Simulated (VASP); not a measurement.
# Si3C in VASP: further runs, part 2 of 2

VASP 6.6.1.

**3. Single point, PBE**

INCAR reads:

```
ALGO = Normal
EDIFF = 1E-6
ENCUT = 600
GGA = PE
GGA_COMPAT = False
ISIF = 2
ISMEAR = 0
LASPH = True
LCHARG = False
LREAL = False
LWAVE = False
NBANDS = 16
NELM = 120
PREC = Accurate
SIGMA = 0.1
```

KPOINTS reads:

```
k-points
0
Gamma
  14 14 8
```

POSCAR reads:

```
Si3C
1.0
    0.0000701388     -2.3859204536     -2.3854637068
   -2.3859204536      0.0000701388     -2.3854637068
    2.6423048770      2.6423048770     -5.0273417751
C Si
1 3
Direct
    0.5007737598      0.5007737598      0.4976668898
    0.0046876163      0.0046876163     -0.0140502459
    0.6081130030      0.6081130030      0.1756579051
    0.1364256208      0.1364256208      0.5907254509
```

Potentials or basis: VASP PAW PBE potentials, release 64 (C, Si).

Started as:

```console
> cat potpaw_PBE.64/C/POTCAR potpaw_PBE.64/Si/POTCAR > POTCAR
> mpirun -np 1 vasp_std > vasp.out
```

OUTCAR:

```text
EDIFF = 1E-6
   ENCUT = 600
   GGA = PE
   ISIF = 2
   ISMEAR = 0
   LASPH = True
   LREAL = False
   NELM = 120
   PREC = Accurate

 ion  position               nearest neighbor table
   1  0.501  0.501  0.498-   3 1.92   4 2.03   4 2.03   4 2.03
   2  0.005  0.005  0.986-   3 2.25   3 2.25   3 2.25   4 2.35
   3  0.608  0.608  0.176-   1 1.92   2 2.25   2 2.25   2 2.25   4 3.15   4 3.15   4 3.15
   4  0.136  0.136  0.591-   1 2.03   1 2.03   1 2.03   2 2.35   3 3.15   3 3.15   3 3.15

  LATTYP: Found a base centered monoclinic cell.
 ALAT       =     5.8434845628
 B/A-ratio  =     0.5774465936
 C/A-ratio  =     1.0719633953
 COS(beta)  =    -0.3108108485

  Lattice vectors:

 A1 = (  -0.0000701388,   2.3859204536,   2.3854637068)
 A2 = (   2.3859204536,  -0.0000701388,   2.3854637068)
 A3 = (   2.6423048770,   2.6423048770,  -5.0273417751)

Analysis of symmetry for initial positions (statically):
=====================================================================
 Subroutine PRICEL returns:
 Original cell was already a primitive cell.

 Routine SETGRP: Setting up the symmetry group for a
 base centered monoclinic supercell.

 Subroutine GETGRP returns: Found  2 space group operations
 (whereof  2 operations were pure point group operations)
 out of a pool of  4 trial point group operations.

The static configuration has the point symmetry C_1h.

Analysis of symmetry for dynamics (positions and initial velocities):
=====================================================================
 Subroutine PRICEL returns:
 Original cell was already a primitive cell.

 Routine SETGRP: Setting up the symmetry group for a
 base centered monoclinic supercell.

 Subroutine GETGRP returns: Found  2 space group operations
 (whereof  2 operations were pure point group operations)
 out of a pool of  4 trial point group operations.

[... 123 lines left out ...]
     AMIX     =   0.40;   BMIX     =  1.00
     AMIX_MAG =   1.60;   BMIX_MAG =  1.00
  volume/ion in A,a.u.               =      14.67        99.03
  Fermi-wavevector in a.u.,A,eV,Ry     =   1.061474  2.005895 15.330045  1.126726
  Thomas-Fermi vector in A             =   2.196891
   LORBIT       =      0    0 simple, 1 ext, 2 COOP (PROOUT), +10 PAW based schemes
   GGA     = PE    functional components
   LHFCALC =     F    Hartree Fock is set to
   AEXX    =    0.0000 exact exchange contribution
   IVDW    =     0    specifies the selected vdW correction
   LEPSILON=     F    determine dielectric tensor
   LRPA    =     F    only Hartree local field effects (RPA)
 non-spin polarized calculation
 Gauss-broadening in eV      SIGMA  =   0.10
  energy-cutoff  :      600.00
  volume of cell :       58.70
 maximum number of plane-waves:      1980
   NGX = 13   NGY = 13   NGZ = 25

 number of electron      16.0000000 magnetization

 Free energy of the ion-electron system (eV)
  ---------------------------------------------------
  ext. energy  EPLUGINS =         0.00000000
  ---------------------------------------------------
  free energy    TOTEN  =       -24.25555166 eV

  energy without entropy =      -24.25008942  energy(sigma->0) =      -24.25282054

 E-fermi :   8.1611     XC(G=0): -10.3552

 val. band max:        8.1563763806   @ k =   0.1429   0.1429   0.5000
 cond. band min:       8.1705841444   @ k =  -0.1429   0.0000   0.3750
 fundamental gap:      0.0142077638
 Fermi energy:         8.1610561468

 k-point     1 :       0.0000    0.0000    0.0000
  band No.  band energies     occupation
      1      -7.1469      2.00000
      2      -3.6706      2.00000
      3      -1.1016      2.00000
      4       4.9663      2.00000
      5       4.9674      2.00000
      6       6.2510      2.00000
[... 433 lines left out ...]
      3      -0.1760      2.00000
      4       2.2103      2.00000
      5       3.7163      2.00000
      6       5.0328      2.00000
[... 8 lines left out ...]
     15      14.2964      0.00000
     16      14.8621      0.00000

 [... further k-points ...]

------------------------ aborting loop because EDIFF is reached ----------------------------------------

  FORCE on cell =-STRESS in cart. coord.  units (eV):
  Direction    XX          YY          ZZ          XY          YZ          ZX
  --------------------------------------------------------------------------------------
  -------------------------------------------------------------------------------------
  Total       -0.0255099     -0.0255099     -0.0217177     -0.0283453      0.0278677      0.0278677
  in kB       -0.6963096     -0.6963096     -0.5927983     -0.7737046      0.7606682      0.7606682
  external PRESSURE =      -0.6618058 kB  Pullay stress =       0.0000000 kB

 VOLUME and BASIS-vectors are now :
 -----------------------------------------------------------------------------
  energy-cutoff  :      600.00
  volume of cell :       58.70
      direct lattice vectors                 reciprocal lattice vectors
     0.000070139 -2.385920454 -2.385463707     0.107377856 -0.311735280 -0.107407581
    -2.385920454  0.000070139 -2.385463707    -0.311735280  0.107377856 -0.107407581
     2.642304877  2.642304877 -5.027341775     0.096967193  0.096967193 -0.096982908

 POSITION                                       TOTAL-FORCE (eV/Angst)
 -----------------------------------------------------------------------------------
      0.12022      0.12022     -4.89110        -0.004427     -0.004427      0.003318
      2.59400      2.59400     -4.97907         0.011937      0.011937     -0.011990
     -0.98672     -0.98672     -3.78436        -0.011913     -0.011913      0.011535
      1.23539      1.23539     -3.62066         0.004403      0.004403     -0.002863
 -----------------------------------------------------------------------------------
    total drift:                                0.000031      0.000031     -0.000014

  FREE ENERGIE OF THE ION-ELECTRON SYSTEM (eV)
  ---------------------------------------------------
  free  energy   TOTEN  =       -24.2555516606 eV

  energy  without entropy=      -24.2500894198  energy(sigma->0) =      -24.25282054
```

stdout:

```text
POSCAR found type information on POSCAR C Si
 POSCAR found :  2 types and       4 ions
 scaLAPACK will be used
 LDA part: xc-table for (Slater+PW92), standard interpolation
 POSCAR, INCAR and KPOINTS ok, starting setup
 FFT: planning ... GRIDC
 FFT: planning ... GRID_SOFT
 FFT: planning ... GRID
 WAVECAR not read
 entering main loop
```

Run time: 12 min. Hardware: 1 thread of Intel Xeon 8259CL, shared host; peak memory 0.5 GiB.

What came out:

* Free energy: -24.2556 eV
* Pressure: -0.1 GPa
* Largest force: 0.021 eV/Å
* Band gap on the k mesh: zero (bands 8 and 9 overlap by 1.67 eV)

Forces on the atoms (eV/Å):
```
C   -0.004 -0.004  0.003
Si   0.012  0.012 -0.012
Si  -0.012 -0.012  0.012
Si   0.004  0.004 -0.003
```

Stress tensor (GPa, compression positive):
```
-0.07 -0.08  0.08
-0.08 -0.07  0.08
 0.08  0.08 -0.06
```

The gap in the log of VASP goes by the Fermi energy; the results here count the filled bands.